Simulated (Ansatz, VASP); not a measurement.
## One calculation of Ge, two programs

Contents of INCAR:

```
SYSTEM = Ge
ALGO = Normal ; EDIFF = 1E-6
ENCUT = 520 ; GGA = PS
GGA_COMPAT = .FALSE. ; ISIF = 2
ISMEAR = 0 ; LASPH = .TRUE.
LCHARG = .FALSE. ; LORBIT = 11
LORBMOM = .TRUE. ; LREAL = .FALSE.
LSORBIT = .TRUE. ; LWAVE = .FALSE.
MAGMOM = 0 0 0 0 0 0 ; NBANDS = 40
NELM = 150 ; PREC = Accurate
SIGMA = 0.01
```

The input KPOINTS:

```
k-points
0
G
  12 12 12
  0 0 0
```

Contents of POSCAR:

```
Ge
1.0
    0.0000000000      2.8378454382      2.8378454382
    2.8378454382      0.0000000000      2.8378454382
    2.8378454382      2.8378454382      0.0000000000
Ge
2
Direct
    0.0000000000      0.0000000000      0.0000000000
    0.2500000000      0.2500000000      0.2500000000
```

Input for Ansatz:

```yaml
crystal:
  lattice:
    - [0.0, 2.8378454382, 2.8378454382]
    - [2.8378454382, 0.0, 2.8378454382]
    - [2.8378454382, 2.8378454382, 0.0]
  atoms:
    - { symbol: Ge, position: [0.0, 0.0, 0.0] }
    - { symbol: Ge, position: [0.25, 0.25, 0.25] }
basis:
  ecutwfc: 420
kpoints:
  mp_grid: { grid: [12, 12, 12] }
  band_path:
    path:
      - [0.0, 0.0, 0.0]
      - [0.0, 0.0, 0.0]
      - [0.0, 0.0, 0.0]
      - [0.0, 0.0, 0.0]
      - [0.0, 0.0, 0.0]
      - [0.0, 0.0, 0.0]
      - [0.0, 0.0, 0.0]
      - [0.0, 0.0, 0.0]
      - [0.0, 0.0, 0.0]
      - [0.0, 0.0, 0.0]
      - [0.0, 0.0, 0.0]
      - [0.0, 0.0, 0.0]
      - [0.0, 0.0, 0.0]
      - [0.0, 0.0, 0.0]
      - [0.0, 0.0, 0.0]
      - [0.0, 0.0, 0.0]
      - [0.0, 0.0, 0.0]
      - [0.0, 0.0, 0.0]
      - [0.0, 0.0, 0.0]
      - [0.0, 0.0, 0.0]
      - [0.0, 0.0, 0.0]
      - [0.0, 0.0, 0.0]
      - [0.0, 0.0, 0.0]
      - [0.0, 0.0, 0.0]
      - [0.0, 0.0, 0.0]
      - [0.0, 0.0, 0.0]
      - [0.3, 0.3, 0.0]
      - [0.3166666667, 0.3166666667, 0.0]
      - [0.3333333333, 0.3333333333, 0.0]
      - [0.35, 0.35, 0.0]
      - [0.3666666667, 0.3666666667, 0.0]
      - [0.3833333333, 0.3833333333, 0.0]
      - [0.4, 0.4, 0.0]
      - [0.4166666667, 0.4166666667, 0.0]
      - [0.4333333333, 0.4333333333, 0.0]
      - [0.45, 0.45, 0.0]
      - [0.4666666667, 0.4666666667, 0.0]
      - [0.4833333333, 0.4833333333, 0.0]
      - [0.5, 0.5, 0.0]
      - [0.5, 0.5, 0.5]
      - [0.5, 0.5, 0.5]
      - [0.5, 0.5, 0.5]
      - [0.5, 0.5, 0.5]
      - [0.5, 0.5, 0.5]
      - [0.5, 0.5, 0.5]
      - [0.5, 0.5, 0.5]
      - [0.5, 0.5, 0.5]
      - [0.5, 0.5, 0.5]
      - [0.5, 0.5, 0.5]
      - [0.5, 0.5, 0.5]
      - [0.5, 0.5, 0.5]
      - [0.5, 0.5, 0.5]
    npoints: 1
hamiltonian:
  xc: pbesol
  pseudopotentials: { kind: paw_fr, azcp: { folder: soft_1 } }
scf:
  occupations: { method: gaussian, width: 0.01 }
  n_extra_bands: 10
output:
  eigenvalues: true
magnetization:
  noncollinear: true
  spin_orbit: true
```

Alike in both runs: task single point; functional PBEsol; k mesh 12 × 12 × 12; occupations gaussian, width 0.01 eV; non-collinear spin, spin-orbit coupling.

|  | VASP | Ansatz |
| --- | --- | --- |
| version | VASP 6.6.1 | Ansatz 0.2.0 |
| potentials or method | VASP PAW PBE potentials, release 64 (Ge_d), cutoff 520 eV | plane waves, PAW |
| valence electrons in the cell | 28 | 28 |

|  | VASP | Ansatz | Ansatz less VASP |
| --- | --- | --- | --- |
| net moment per atom (μB) | 0.00 | 0.00 | 0.000 |

VASP's potentials were made for PBE, not for PBEsol, and Ansatz warns of the same on its side.
